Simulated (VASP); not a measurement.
# La2SbAs3 (P6/mmm) in VASP: relaxation of cell and atoms with PBE

Aim: the relaxation of cell and atoms of La2SbAs3 with PBE.

Program: VASP 6.6.1. These are calculated values, not measurements. Logs are shortened: lines on timing, memory, paths and dates and some standing lists are left out, and cuts for length are marked.

## 1. The cell of the first run

The structure is hexagonal, space group P6/mmm (No. 191). The conventional cell has a = 5.636 Å, b = 5.636 Å, c = 10.028 Å, α = 90.00°, β = 90.00°, γ = 120.00°. La (site symmetry -6m2) has 3 La at 3.25 Å and 3 Sb at 3.25 Å and 6 As at 4.24 Å within 4.3 Å. Sb (site symmetry 6/mmm) has 2 As at 2.71 Å and 6 La at 3.25 Å within 3.6 Å. As (site symmetry 6mm) has 1 As at 2.30 Å and 1 Sb at 2.71 Å within 3.0 Å. As (site symmetry 6/mmm) has 2 As at 2.30 Å within 3.0 Å.

The cell was built from a structure type or drawn by symmetry, and may not be a known phase.

## 2. Relaxation of cell and atoms, PBE

Input file INCAR:

```
SYSTEM = La2SbAs3
PREC = Accurate
ENCUT = 600
EDIFF = 1E-6
ISMEAR = 0
SIGMA = 0.1
LREAL = .False.
LASPH = .True.
NELM = 100
ALGO = Normal
ISIF = 3
LWAVE = .False.
LCHARG = .False.
GGA = PE
IBRION = 2
NSW = 100
EDIFFG = -0.01
```

Input file KPOINTS:

```
Automatic mesh
0
Gamma
  12 12 4
  0 0 0
```

Input file POSCAR:

```
La2SbAs3
1.0
    5.6357482064      0.0000000000      0.0000000000
   -2.8178741032      4.8807011161      0.0000000000
    0.0000000000      0.0000000000     10.0280019594
La Sb As
2 1 3
Direct
    0.3333333333      0.6666666667      0.5000000000
    0.6666666667      0.3333333333      0.5000000000
    0.0000000000      0.0000000000      0.5000000000
    0.0000000000      0.0000000000      0.2294950455
    0.0000000000      0.0000000000      0.7705049545
    0.0000000000      0.0000000000      0.0000000000
```

Potentials or basis: VASP PAW PBE potentials, release 64 (La, Sb, As).

Started as:

```bash
$ cat potpaw_PBE.64/La/POTCAR potpaw_PBE.64/Sb/POTCAR potpaw_PBE.64/As/POTCAR > POTCAR
$ mpirun -np 1 vasp_std > vasp.out
```

OUTCAR:

```text
SYSTEM = La2SbAs3
   PREC = Accurate
   ENCUT = 600
   EDIFF = 1E-6
   ISMEAR = 0
   LREAL = .False.
   LASPH = .True.
   NELM = 100
   ISIF = 3
   GGA = PE
   IBRION = 2
   NSW = 100
   EDIFFG = -0.01

 ion  position               nearest neighbor table
   1  0.333  0.667  0.500-   3 3.25   2 3.25   2 3.25   3 3.25   3 3.25   2 3.25
   2  0.667  0.333  0.500-   1 3.25   3 3.25   1 3.25   3 3.25   3 3.25   1 3.25
   3  0.000  0.000  0.500-   4 2.71   5 2.71   1 3.25   2 3.25   2 3.25   1 3.25   2 3.25   1 3.25

   4  0.000  0.000  0.229-   6 2.30   3 2.71
   5  0.000  0.000  0.771-   6 2.30   3 2.71
   6  0.000  0.000  0.000-   4 2.30   5 2.30

  LATTYP: Found a hexagonal cell.
 ALAT       =     5.6357482064
 C/A-ratio  =     1.7793559244

  Lattice vectors:

 A1 = (   5.6357482064,   0.0000000000,   0.0000000000)
 A2 = (  -2.8178741032,   4.8807011161,   0.0000000000)
 A3 = (   0.0000000000,   0.0000000000,  10.0280019594)

Analysis of symmetry for initial positions (statically):
=====================================================================
 Subroutine PRICEL returns:
 Original cell was already a primitive cell.

 Routine SETGRP: Setting up the symmetry group for a
 hexagonal supercell.

 Subroutine GETGRP returns: Found 24 space group operations
 (whereof 24 operations were pure point group operations)
 out of a pool of 24 trial point group operations.

The static configuration has the point symmetry D_6h.

Analysis of symmetry for dynamics (positions and initial velocities):
=====================================================================
 Subroutine PRICEL returns:
 Original cell was already a primitive cell.

 Routine SETGRP: Setting up the symmetry group for a
 hexagonal supercell.

 Subroutine GETGRP returns: Found 24 space group operations
 (whereof 24 operations were pure point group operations)
 out of a pool of 24 trial point group operations.

The dynamic configuration has the point symmetry D_6h.

 Subroutine INISYM returns: Found 24 space group operations
 (whereof 24 operations are pure point group operations),
 and found     1 'primitive' translations

----------------------------------------------------------------------------------------

                                     Primitive cell

[... 98 lines left out ...]
   EDIFF  = 0.1E-05   stopping-criterion for ELM
   LREAL  =      F    real-space projection
   EDIFFG = -.1E-01   stopping-criterion for IOM
   NSW    =    100    number of steps for IOM
   IBRION =      2    ionic relax: 0-MD 1-quasi-New 2-CG
   NFREE  =      1    steps in history (QN), initial steepest desc. (CG)
   ISIF   =      3    stress and relaxation
   ISYM   =      2    0-nonsym 1-usesym 2-fastsym
   POTIM  = 0.5000    time-step for ionic-motion
   TEBEG  =    0.0;   TEEND  =   0.0 temperature during run
   PSTRESS=    0.0 pullay stress
   NELECT =      42.0000    total number of electrons
   NUPDOWN=      -1.0000    fix difference up-down
   EMIN   =  10.00;   EMAX   =-10.00  energy-range for DOS
   EFERMI =   0.00;   METHOD = LEGACY
   ISMEAR =     0;   SIGMA  =   0.10  broadening in eV -4-tet -1-fermi 0-gaus
   EFERMI_NEDOS =   21; number of points for ismear=-14 and -15
   IALGO  =     38    algorithm
   IMIX   =      4    mixing-type and parameters
     AMIX     =   0.40;   BMIX     =  1.00
     AMIX_MAG =   1.60;   BMIX_MAG =  1.00
  volume/ion in A,a.u.               =      45.97       310.24
  Fermi-wavevector in a.u.,A,eV,Ry     =   0.874195  1.651990 10.397812  0.764218
  Thomas-Fermi vector in A             =   1.993692
   LORBIT       =      0    0 simple, 1 ext, 2 COOP (PROOUT), +10 PAW based schemes
   GGA     = PE    functional components
   LHFCALC =     F    Hartree Fock is set to
   AEXX    =    0.0000 exact exchange contribution
   IVDW    =     0    specifies the selected vdW correction
   LEPSILON=     F    determine dielectric tensor
   LRPA    =     F    only Hartree local field effects (RPA)
 conjugate gradient relaxation of ions
 non-spin polarized calculation
 Gauss-broadening in eV      SIGMA  =   0.10
  energy-cutoff  :      600.00
  volume of cell :      275.83
 maximum number of plane-waves:      9260
 NGX is ok and might be reduce to    48
   NGX = 23   NGY = 23   NGZ = 41

--------------------------------------- Ionic step        1  -------------------------------------------

 number of electron      42.0000000 magnetization

 Free energy of the ion-electron system (eV)
  ---------------------------------------------------
  ext. energy  EPLUGINS =         0.00000000
  ---------------------------------------------------
  free energy    TOTEN  =       -25.29179148 eV

  energy without entropy =      -25.24757978  energy(sigma->0) =      -25.26968563

------------------------ aborting loop because EDIFF is reached ----------------------------------------

  FORCE on cell =-STRESS in cart. coord.  units (eV):
  Direction    XX          YY          ZZ          XY          YZ          ZX
  --------------------------------------------------------------------------------------
  -------------------------------------------------------------------------------------
  Total       -0.1897056     -0.1897056      4.2179798      0.0000000      0.0000000      0.0000000
  in kB       -1.1019007     -1.1019007     24.5000447      0.0000000      0.0000000      0.0000000
  external PRESSURE =       7.4320811 kB  Pullay stress =       0.0000000 kB
[... 267 lines left out ...]
--------------------------------------- Ionic step        8  -------------------------------------------

 number of electron      42.0000003 magnetization

 Free energy of the ion-electron system (eV)
  ---------------------------------------------------
  ext. energy  EPLUGINS =         0.00000000
  ---------------------------------------------------
  free energy    TOTEN  =       -25.33391194 eV

  energy without entropy =      -25.28710028  energy(sigma->0) =      -25.31050611

 E-fermi :   2.3092     XC(G=0):  -7.0252

 val. band max:        2.3071787706   @ k =   0.0833   0.0000   0.2500
 cond. band min:       2.3133904758   @ k =   0.2500   0.1667   0.2500
 fundamental gap:      0.0062117052
 Fermi energy:         2.3092478543

 k-point     1 :       0.0000    0.0000    0.0000
  band No.  band energies     occupation
      1     -31.2288      2.00000
      2     -30.7854      2.00000
      3     -15.5467      2.00000
      4     -15.5467      2.00000
      5     -14.9706      2.00000
      6     -14.5224      2.00000
[... 661 lines left out ...]
     24       3.0665      0.00000
     25       3.1255      0.00000

 [... further k-points ...]
[... 5 lines left out ...]
  --------------------------------------------------------------------------------------
  -------------------------------------------------------------------------------------
  Total        0.0419365      0.0419365     -0.0330220      0.0000000     -0.0000000      0.0000000
  in kB        0.2390501      0.2390501     -0.1882349      0.0000000     -0.0000000      0.0000000
  external PRESSURE =       0.0966218 kB  Pullay stress =       0.0000000 kB
[... 21 lines left out ...]
  FREE ENERGIE OF THE ION-ELECTRON SYSTEM (eV)
  ---------------------------------------------------
  free  energy   TOTEN  =       -25.3339119440 eV

  energy  without entropy=      -25.2871002754  energy(sigma->0) =      -25.31050611

 reached required accuracy - stopping structural energy minimisation
```

CONTCAR:

```text
La2SbAs3
   1.00000000000000
     5.6284328412880527   -0.0000000000000000    0.0000000000000000
    -2.8142164206440263    4.8743658240749976    0.0000000000000000
    -0.0000000000000000    0.0000000000000000   10.2449177764095101
  La              Sb              As
     2     1     3
Direct
     0.3333333332999970    0.6666666667000030    0.5000000000000000
     0.6666666667000030    0.3333333332999970    0.5000000000000000
     0.0000000000000000    0.0000000000000000    0.5000000000000000
     0.0000000000000000    1.0000000000000000    0.2266345138890239
     0.0000000000000000    0.0000000000000000    0.7733654861109762
     0.0000000000000000    0.0000000000000000    0.0000000000000000

  0.00000000E+00  0.00000000E+00  0.00000000E+00
  0.00000000E+00  0.00000000E+00  0.00000000E+00
  0.00000000E+00  0.00000000E+00  0.00000000E+00
  0.00000000E+00  0.00000000E+00  0.00000000E+00
  0.00000000E+00  0.00000000E+00  0.00000000E+00
  0.00000000E+00  0.00000000E+00  0.00000000E+00
```

Wall time 1.9 h (1 thread of Intel Xeon 8259CL, shared host); peak memory 0.91 GiB.

What came out:

| Item | Value |
| --- | --- |
| Free energy | -25.3339 eV |
| Relaxed volume | 46.84 Å³/atom |
| Relaxed cell | a = 5.628 Å, b = 5.628 Å, c = 10.245 Å, α = 90.00°, β = 90.00°, γ = 120.00° |
| Space group after relaxing (to 0.1 Å) | P6/mmm (No. 191) |
| Energy gained by relaxing | 7.0 meV/atom |
| Ionic steps | 8 |
| Pressure after relaxing | 0.0 GPa |
| Largest force after relaxing | 0.005 eV/Å |
| Band gap on the k mesh | zero (bands 21 and 22 overlap by 0.84 eV) |

Forces in eV/Å, atoms in the order of the input:
```
La   0.000  0.000  0.000
La   0.000  0.000  0.000
Sb   0.000  0.000  0.000
As   0.000  0.000 -0.005
As   0.000  0.000  0.005
As   0.000  0.000  0.000
```

The path:
```
step  energy change (eV)  largest force (eV/Å)  pressure (GPa)  volume (Å³)
   1              0.0000                0.0038            0.74       275.83
   2             -0.0080                0.4206           -0.60       284.32
   3             -0.0358                0.2219           -0.02       280.24
   4             -0.0393                0.1435            0.01       280.35
   5             -0.0420                0.0033            0.06       280.56
   6             -0.0420                0.0061            0.07       280.58
   7             -0.0420                0.0164           -0.04       281.58
   8             -0.0421                0.0049            0.01       281.07
```

Final structure:
```xyz
6
Lattice="5.6284 0.0000 0.0000 -2.8142 4.8744 0.0000 0.0000 0.0000 10.2449" Properties=species:S:1:pos:R:3 pbc="T T T"
La    0.0000    3.2496    5.1225
La    2.8142    1.6248    5.1225
Sb    0.0000    0.0000    5.1225
As   -2.8142    4.8744    2.3219
As    0.0000    0.0000    7.9231
As    0.0000    0.0000    0.0000
```

Caveat: spin-orbit coupling is left out, which moves the levels of the heavy elements.
